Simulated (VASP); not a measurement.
Here is a VASP 6.6.1 calculation.

File INCAR:

```
SYSTEM = ZrC
  PREC = Accurate
  ENCUT = 520
  EDIFF = 1E-6
  ISMEAR = -1
  SIGMA = 0.05
  LREAL = .False.
  LASPH = .True.
  NELM = 80
  ALGO = Normal
  ISIF = 2
  LWAVE = .False.
  LCHARG = .True.
  GGA = PS
  LELF = .True.
  LVHAR = .True.
  NBANDS = 15
```

KPOINTS

```
Automatic mesh
0
Gamma
  13 13 13
  0 0 0
```

File POSCAR:

```
ZrC
1.0
    0.0000000000      1.8703022632      1.8703022632
    1.8703022632      0.0000000000      1.8703022632
    1.8703022632      1.8703022632      0.0000000000
Zr C
1 1
Direct
    0.0000000000      0.0000000000      0.0000000000
    0.5000000000      0.5000000000      0.5000000000
```

Potentials or basis: VASP PAW PBE potentials, release 64 (Zr_sv, C).

Launch:

```bash
$ cat potpaw_PBE.64/Zr_sv/POTCAR potpaw_PBE.64/C/POTCAR > POTCAR
$ mpirun -np 1 vasp_std > vasp.out
```

Problem. What does it give for the pressure?

Solution. 544.1 GPa.

Problem. Predict the band gap on the k mesh.

Solution. Zero (bands 8 and 9 overlap by 2.63 eV).

Caveat: the cell stands under pressure; the PAW data sets were made with another functional, which shifts forces and pressure a little.
